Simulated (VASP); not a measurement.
Wanted: the native input for a VASP 6.6.1 run.

```yaml
Task: single point
Functional: PBE0
Potentials_or_basis: VASP PAW PBE potentials, release 64 (Pd_sv_GW)
Cutoff: 470 eV
k_mesh: 6 × 6 × 6
Occupations: fermi-dirac, width 0.05 eV
Spin: no spin polarisation
Dipole_correction: no
Grid_for_exact_exchange_PRECFOCK: Normal
Further_INCAR_settings: ALGO = Normal; EDIFF = 1e-06; NBANDS = 15
Share_of_exact_exchange: 0.25
```

Pd:

```xyz
1
Lattice="-1.6031 1.6031 1.6031 1.6031 -1.6031 1.6031 1.6031 1.6031 -1.6031" Properties=species:S:1:pos:R:3 pbc="T T T"
Pd    0.0000    0.0000    0.0000
```

This isn't the form of Pd at room conditions, which is fcc.

The input as run:

POSCAR

```
Pd
1.0
   -1.6031178681      1.6031178681      1.6031178681
    1.6031178681     -1.6031178681      1.6031178681
    1.6031178681      1.6031178681     -1.6031178681
Pd
1
Direct
    0.0000000000      0.0000000000      0.0000000000
```

INCAR.step1

```
ALGO = Normal
EDIFF = 1E-5
ENCUT = 470
GGA = PE
GGA_COMPAT = F
ISIF = 2
ISMEAR = -1
LASPH = T
LCHARG = F
LREAL = F
LWAVE = T
NBANDS = 15
NELM = 120
PREC = Accurate
SIGMA = 0.05
```

INCAR.step2

```
AEXX = 0.25
ALGO = Normal
EDIFF = 1E-6
ENCUT = 470
GGA = PE
GGA_COMPAT = F
ISIF = 2
ISMEAR = -1
ISTART = 1
LASPH = T
LCHARG = F
LHFCALC = T
LREAL = F
LWAVE = F
NBANDS = 15
NELM = 120
PREC = Accurate
PRECFOCK = Normal
SIGMA = 0.05
```

KPOINTS

```
k-points
0
Gamma
  6 6 6
```

Potentials or basis: VASP PAW PBE potentials, release 64 (Pd_sv_GW).

Launch:

```bash
$ cat potpaw_PBE.64/Pd_sv_GW/POTCAR > POTCAR
$ cp INCAR.step1 INCAR
$ mpirun -np 1 vasp_std > vasp.out
$ cp INCAR.step2 INCAR
$ mpirun -np 1 vasp_std > vasp.out
```

It gave:

The pressure is -17.5 GPa. The band gap on the k mesh is zero (bands 9 and 10 overlap by 2.68 eV).

Caveat: the k points lie up to 0.46 Å⁻¹ apart, too coarse for converged energies and pressures of a metal; the PAW data sets were made with another functional, which shifts forces and pressure a little.

Run time: 11 min on 1 thread of Intel(R) Xeon(R) Platinum 8488C (Sapphire Rapids), with other jobs on the host, peak memory 0.14 GiB.
